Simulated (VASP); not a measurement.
# PbSe (I4mm) in VASP: single point with r2SCAN

Aim: the single point of PbSe with r2SCAN.

Program: VASP 6.6.1. These are calculated values, not measurements. Logs are shortened: lines on timing, memory, paths and dates and some standing lists are left out, and cuts for length are marked.

**1. The cell of the first run**

The structure is tetragonal, space group I4mm (No. 107). Conventional cell: a = 4.331 Å, b = 4.331 Å, c = 6.124 Å, α = 90.00°, β = 90.00°, γ = 90.00°. Pb (site symmetry 4mm) has 6 Se at 2.86 to 3.26 Å within 3.8 Å. Se (site symmetry 4mm) has 6 Pb at 2.86 to 3.26 Å within 3.8 Å.

**2. Single point, r2SCAN (atom 2 (Se) moved by (+0.000, -0.200) A along [1 1 0] and z)**

POSCAR reads:

```
PbSe
1.0
    0.0000000000      3.0621500000      3.0621500000
    3.0621500000      0.0000000000      3.0621500000
    3.0621500000      3.0621500000      0.0000000000
Pb Se
1 1
Direct
    0.0000000000      0.0000000000      0.0000000000
    0.4673432066      0.4673432066      0.5326567934
```

INCAR.step1 reads:

```
PREC     = Accurate       # precision mode
ENCUT    = 520            # plane-wave cutoff, eV
ISMEAR   = 0              # smearing method
SIGMA    = 0.05           # smearing width, eV
LREAL    = F              # projectors in reciprocal space
LASPH    = T              # aspherical terms in the spheres
NELM     = 100            # most SCF steps
NBANDS   = 17             # bands
GGA      = PE             # functional
ALGO     = Normal         # electronic algorithm
EDIFF    = 1E-4           # SCF threshold, eV
LWAVE    = T              # write WAVECAR
LCHARG   = F              # write CHGCAR
```

INCAR.step2 reads:

```
PREC     = Accurate       # precision mode
ENCUT    = 520            # plane-wave cutoff, eV
EDIFF    = 1E-6           # SCF threshold, eV
ISMEAR   = 0              # smearing method
SIGMA    = 0.05           # smearing width, eV
LREAL    = F              # projectors in reciprocal space
LASPH    = T              # aspherical terms in the spheres
NELM     = 100            # most SCF steps
ALGO     = Normal         # electronic algorithm
ISIF     = 2              # what is computed and relaxed
LWAVE    = F              # write WAVECAR
LCHARG   = F              # write CHGCAR
METAGGA  = R2SCAN         # meta-GGA
LMIXTAU  = T            
NBANDS   = 17             # bands
ISTART   = 1
```

KPOINTS reads:

```
Automatic mesh
0
Gamma
  10 10 10
```

Potentials or basis: VASP PAW PBE potentials, release 64 (Pb_d, Se).

On the command line:

```sh
$ cat potpaw_PBE.64/Pb_d/POTCAR potpaw_PBE.64/Se/POTCAR > POTCAR
$ cp INCAR.step1 INCAR
$ mpirun -np 1 vasp_std > vasp.out
$ cp INCAR.step2 INCAR
$ mpirun -np 1 vasp_std > vasp.out
```

OUTCAR:

```text
PREC = Accurate
   ENCUT = 520
   EDIFF = 1E-6
   ISMEAR = 0
   LREAL = F
   LASPH = T
   NELM = 100
   ISIF = 2
   METAGGA = R2SCAN
   ISTART = 1

 ion  position               nearest neighbor table
   1  0.000  0.000  0.000-   2 2.86   2 3.07   2 3.07   2 3.07   2 3.07   2 3.26
   2  0.467  0.467  0.533-   1 2.86   1 3.07   1 3.07   1 3.07   1 3.07   1 3.26

  LATTYP: Found a face centered cubic cell.
 ALAT       =     6.1243000000

  Lattice vectors:

 A1 = (   0.0000000000,   3.0621500000,   3.0621500000)
 A2 = (   3.0621500000,   0.0000000000,   3.0621500000)
 A3 = (   3.0621500000,   3.0621500000,   0.0000000000)

Analysis of symmetry for initial positions (statically):
=====================================================================
 Subroutine PRICEL returns:
 Original cell was already a primitive cell.

 Routine SETGRP: Setting up the symmetry group for a
 face centered cubic supercell.

 Subroutine GETGRP returns: Found  8 space group operations
 (whereof  8 operations were pure point group operations)
 out of a pool of 48 trial point group operations.

The static configuration has the point symmetry C_4v.

Analysis of symmetry for dynamics (positions and initial velocities):
=====================================================================
 Subroutine PRICEL returns:
 Original cell was already a primitive cell.

 Routine SETGRP: Setting up the symmetry group for a
 face centered cubic supercell.

 Subroutine GETGRP returns: Found  8 space group operations
 (whereof  8 operations were pure point group operations)
 out of a pool of 48 trial point group operations.

The dynamic configuration has the point symmetry C_4v.

 Subroutine INISYM returns: Found  8 space group operations
 (whereof  8 operations are pure point group operations),
 and found     1 'primitive' translations

----------------------------------------------------------------------------------------

                                     Primitive cell

  volume of cell :      57.4261

  direct lattice vectors                    reciprocal lattice vectors
     0.000000000  3.062150000  3.062150000    -0.163283967  0.163283967  0.163283967
     3.062150000  0.000000000  3.062150000     0.163283967 -0.163283967  0.163283967
     3.062150000  3.062150000  0.000000000     0.163283967  0.163283967 -0.163283967

  length of vectors
     4.330534060  4.330534060  4.330534060     0.282816127  0.282816127  0.282816127

  position of ions in fractional coordinates (direct lattice)
     0.000000000  0.000000000  0.000000000
     0.467343207  0.467343207  0.532656793

  ion indices of the primitive-cell ions
   primitive index   ion index
                 1           1
                 2           2

----------------------------------------------------------------------------------------

 KPOINTS: Automatic mesh

Automatic generation of k-mesh.
 Grid dimensions read from file:
 generate k-points for:   10   10   10

 Generating k-lattice:

  Cartesian coordinates                     Fractional coordinates (reciprocal lattice)
    -0.016328397  0.016328397  0.016328397     0.100000000  0.000000000  0.000000000
     0.016328397 -0.016328397  0.016328397     0.000000000  0.100000000  0.000000000
     0.016328397  0.016328397 -0.016328397     0.000000000  0.000000000  0.100000000

  Length of vectors
     0.028281613  0.028281613  0.028281613

  Shift w.r.t. Gamma in fractional coordinates (k-lattice)
     0.000000000  0.000000000  0.000000000

 Subroutine IBZKPT returns following result:
 ===========================================

 Found    102 irreducible k-points:

 Following reciprocal coordinates:
            Coordinates               Weight
  0.000000  0.000000  0.000000      1.000000
  0.100000  0.000000  0.000000      8.000000
  0.200000  0.000000  0.000000      8.000000
  0.300000  0.000000  0.000000      8.000000
  0.400000  0.000000  0.000000      8.000000
  0.500000  0.000000  0.000000      4.000000
[... 16 lines left out ...]
 -0.100000  0.100000  0.000000      4.000000
  0.000000 -0.100000  0.100000      8.000000
 [... further k-points ...]
   k-points           NKPTS =    102   k-points in BZ     NKDIM =    102   number of bands    NBANDS=     17
   number of dos      NEDOS =    301   number of ions     NIONS =      2
   total plane-waves  NPLWV =  32768
   dimension x,y,z NGX =    32 NGY =   32 NGZ =   32
   dimension x,y,z NGXF=    64 NGYF=   64 NGZF=   64
   ions per type =               1   1
   NGX,Y,Z   is equivalent  to a cutoff of  12.28, 12.28, 12.28 a.u.
   NGXF,Y,Z  is equivalent  to a cutoff of  24.57, 24.57, 24.57 a.u.
 SYSTEM =  unknown system
   PREC   = accura    normal or accurate (medium, high low for compatibility)
   ISTART =      1    job   : 0-new  1-cont  2-samecut
   ICHARG =      0    charge: 1-file 2-atom 10-const
   ISPIN  =      1    spin polarized calculation?
   LNONCOLLINEAR =      F non collinear calculations
   LSORBIT =      F    spin-orbit coupling
   LASPH  =      T    aspherical Exc in radial PAW
   ENCUT  =  520.0 eV  38.22 Ry    6.18 a.u.   8.05  8.05  8.05*2*pi/ulx,y,z
   NELM   =    100;   NELMIN=  2; NELMDL=  0     # of ELM steps
   EDIFF  = 0.1E-05   stopping-criterion for ELM
   LREAL  =      F    real-space projection
   EDIFFG = 0.1E-04   stopping-criterion for IOM
   NSW    =      0    number of steps for IOM
[... 5 lines left out ...]
   TEBEG  =    0.0;   TEEND  =   0.0 temperature during run
   PSTRESS=    0.0 pullay stress
   NELECT =      20.0000    total number of electrons
   NUPDOWN=      -1.0000    fix difference up-down
   EMIN   =  10.00;   EMAX   =-10.00  energy-range for DOS
   EFERMI =   0.00;   METHOD = LEGACY
   ISMEAR =     0;   SIGMA  =   0.05  broadening in eV -4-tet -1-fermi 0-gaus
   EFERMI_NEDOS =   21; number of points for ismear=-14 and -15
   IALGO  =     38    algorithm
   IMIX   =      4    mixing-type and parameters
     AMIX     =   0.40;   BMIX     =  1.00
     AMIX_MAG =   1.60;   BMIX_MAG =  1.00
  volume/ion in A,a.u.               =      28.71       193.77
  Fermi-wavevector in a.u.,A,eV,Ry     =   1.151812  2.176610 18.050462  1.326672
  Thomas-Fermi vector in A             =   2.288467
   LORBIT       =      0    0 simple, 1 ext, 2 COOP (PROOUT), +10 PAW based schemes
   METAGGA = R2SCAN    functional components
   LHFCALC =     F    Hartree Fock is set to
   AEXX    =    0.0000 exact exchange contribution
   IVDW    =     0    specifies the selected vdW correction
   LEPSILON=     F    determine dielectric tensor
   LRPA    =     F    only Hartree local field effects (RPA)
 non-spin polarized calculation
 Gauss-broadening in eV      SIGMA  =   0.05
  energy-cutoff  :      520.00
  volume of cell :       57.43
 maximum number of plane-waves:      1572
   NGX = 17   NGY = 17   NGZ = 17

 number of electron      19.9999999 magnetization

 Free energy of the ion-electron system (eV)
  ---------------------------------------------------
  ext. energy  EPLUGINS =         0.00000000
  ---------------------------------------------------
  free energy    TOTEN  =       -71.91650379 eV

  energy without entropy =      -71.91650379  energy(sigma->0) =      -71.91650379

 E-fermi :   5.0333     XC(G=0): -10.0519

 val. band max:        4.7784082160   @ k =   0.5000   0.0000   0.0000
 cond. band min:       5.6372008506   @ k =   0.5000   0.0000   0.0000
 fundamental gap:      0.8587926345
 Fermi energy:         5.0333181837

 k-point     1 :       0.0000    0.0000    0.0000
  band No.  band energies     occupation
      1     -12.5445      2.00000
      2     -12.5408      2.00000
      3     -12.5406      2.00000
      4     -12.5353      2.00000
      5     -12.5353      2.00000
      6      -9.2887      2.00000
[... 9 lines left out ...]
     16      12.0994      0.00000
     17      13.5335      0.00000

 k-point     2 :       0.1000    0.0000    0.0000
  band No.  band energies     occupation
      1     -12.5449      2.00000
      2     -12.5428      2.00000
      3     -12.5417      2.00000
      4     -12.5337      2.00000
      5     -12.5325      2.00000
      6      -9.2094      2.00000
[... 9 lines left out ...]
     16      12.2247      0.00000
     17      14.3572      0.00000

 k-point     3 :       0.2000    0.0000    0.0000
  band No.  band energies     occupation
      1     -12.5524      2.00000
      2     -12.5491      2.00000
      3     -12.5391      2.00000
      4     -12.5277      2.00000
      5     -12.5243      2.00000
      6      -8.9838      2.00000
[... 9 lines left out ...]
     16      12.7227      0.00000
     17      15.8611      0.00000

 k-point     4 :       0.3000    0.0000    0.0000
  band No.  band energies     occupation
      1     -12.5620      2.00000
      2     -12.5571      2.00000
      3     -12.5376      2.00000
      4     -12.5185      2.00000
      5     -12.5140      2.00000
      6      -8.6575      2.00000
[... 9 lines left out ...]
     16      13.5937      0.00000
     17      17.3006      0.00000
[... 343 lines left out ...]
      1     -12.5602      2.00000
      2     -12.5504      2.00000
      3     -12.5398      2.00000
      4     -12.5263      2.00000
      5     -12.5167      2.00000
      6      -8.8164      2.00000
[... 9 lines left out ...]
     16      13.8764      0.00000
     17      15.3949      0.00000

 k-point    23 :      -0.1000    0.1000    0.0000
  band No.  band energies     occupation
      1     -12.5485      2.00000
      2     -12.5479      2.00000
      3     -12.5353      2.00000
      4     -12.5327      2.00000
      5     -12.5304      2.00000
      6      -9.0810      2.00000
[... 9 lines left out ...]
     16      12.9238      0.00000
     17      14.4932      0.00000

 k-point    24 :       0.0000   -0.1000    0.1000
  band No.  band energies     occupation
      1     -12.5504      2.00000
      2     -12.5439      2.00000
      3     -12.5426      2.00000
      4     -12.5323      2.00000
      5     -12.5254      2.00000
      6      -9.0797      2.00000
[... 9 lines left out ...]
     16      12.8820      0.00000
     17      14.4673      0.00000

 [... further k-points ...]

------------------------ aborting loop because EDIFF is reached ----------------------------------------

  FORCE on cell =-STRESS in cart. coord.  units (eV):
  Direction    XX          YY          ZZ          XY          YZ          ZX
  --------------------------------------------------------------------------------------
  -------------------------------------------------------------------------------------
  Total        0.5341875      0.5341875      1.1216980      0.0000000     -0.0000000      0.0000000
  in kB       14.9037271     14.9037271     31.2951577      0.0000000     -0.0000000      0.0000000
  external PRESSURE =      20.3675373 kB  Pullay stress =       0.0000000 kB

 VOLUME and BASIS-vectors are now :
 -----------------------------------------------------------------------------
  energy-cutoff  :      520.00
  volume of cell :       57.43
      direct lattice vectors                 reciprocal lattice vectors
     0.000000000  3.062150000  3.062150000    -0.163283967  0.163283967  0.163283967
     3.062150000  0.000000000  3.062150000     0.163283967 -0.163283967  0.163283967
     3.062150000  3.062150000  0.000000000     0.163283967  0.163283967 -0.163283967

 POSITION                                       TOTAL-FORCE (eV/Angst)
 -----------------------------------------------------------------------------------
      0.00000      0.00000      0.00000         0.000000      0.000000     -0.208532
      3.06215      3.06215      2.86215         0.000000      0.000000      0.208532
 -----------------------------------------------------------------------------------
    total drift:                                0.000000      0.000000      0.000241

  FREE ENERGIE OF THE ION-ELECTRON SYSTEM (eV)
  ---------------------------------------------------
  free  energy   TOTEN  =       -71.9165037906 eV

  energy  without entropy=      -71.9165037906  energy(sigma->0) =      -71.91650379
```

It took 95 s on 1 thread of Intel Xeon 6975P-C (Granite Rapids), shared host; peak memory 0.26 GiB.

Results:

```
Free energy            : -71.9165 eV
Pressure               : 2.0 GPa
Largest force          : 0.209 eV/Å
Band gap on the k mesh : 0.86 eV
```

Forces on the atoms (eV/Å):
```
Pb   0.000  0.000 -0.209
Se   0.000  0.000  0.209
```

Levels at points of the mesh, in eV from the valence-band top:
| k point | band 8 | band 9 | band 10 | band 11 | band 12 | band 13 |
| --- | --- | --- | --- | --- | --- | --- |
| (0.00, 0.00, 0.00) | -1.97 | -1.88 | -1.88 | 4.90 | 4.90 | 5.22 |
| (0.50, 0.00, 0.00) | -1.64 | -1.52 | 0.00 | 0.86 | 2.07 | 2.25 |
| (0.50, 0.50, 0.00) | -4.80 | -3.28 | -3.28 | 4.15 | 6.13 | 6.13 |
| (0.00, 0.50, 0.50) | -5.03 | -3.25 | -3.23 | 3.82 | 6.23 | 6.42 |

Caveat: the cell differs from its parent crystal (atom 2 (Se) moved by (+0.000, -0.200) A along [1 1 0] and z); the PAW data sets were made with another functional, which shifts forces and pressure a little; spin-orbit coupling is left out, which moves the levels of the heavy elements.
